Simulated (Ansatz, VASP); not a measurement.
Two plane-wave programs on Al2O3

```
CELL_PARAMETERS angstrom
2.84148 0.00000 0.00000
-1.42074 2.46080 0.00000
0.00000 0.00000 7.23080
ATOMIC_POSITIONS crystal
Al 0.00000 0.00000 0.19074
Al 0.00000 0.00000 0.80926
O 0.33333 0.66667 0.29095
O 0.66667 0.33333 0.00000
O 0.33333 0.66667 0.70905
```

Alike in both runs: task single point; functional PBE; dispersion D3(BJ); k mesh 9 × 9 × 4; occupations gaussian, width 0.05 eV; no spin polarisation.

|  | VASP | Ansatz |
| --- | --- | --- |
| version | VASP 6.6.1 | Ansatz 0.2.0 |
| potentials or method | VASP PAW PBE potentials, release 64 (Al, O), cutoff 520 eV | scalar-relativistic, plane waves, PAW |
| valence electrons in the cell | 24 | 24 |

Ansatz gave:

| Quantity | Value |
| --- | --- |
| gap on the k mesh at the Fermi level (eV) | 4.57 |
| least direct gap on the mesh (eV) | 4.67 |
| pressure (GPa) | 1.5 |
| traceless stress, the component that is largest in VASP (GPa) | -2.06 |
| rms of the force components (eV/Å) | 0.343 |

Question: What did VASP give for the same quantities?

Answer: gap on the k mesh at the Fermi level (eV): 4.54; least direct gap on the mesh (eV): 4.64; pressure (GPa): 1.6; traceless stress, the component that is largest in VASP (GPa): -2.36; rms of the force components (eV/Å): 0.360.

Atom by atom the forces differ by 0.017 eV/Å (rms over components).
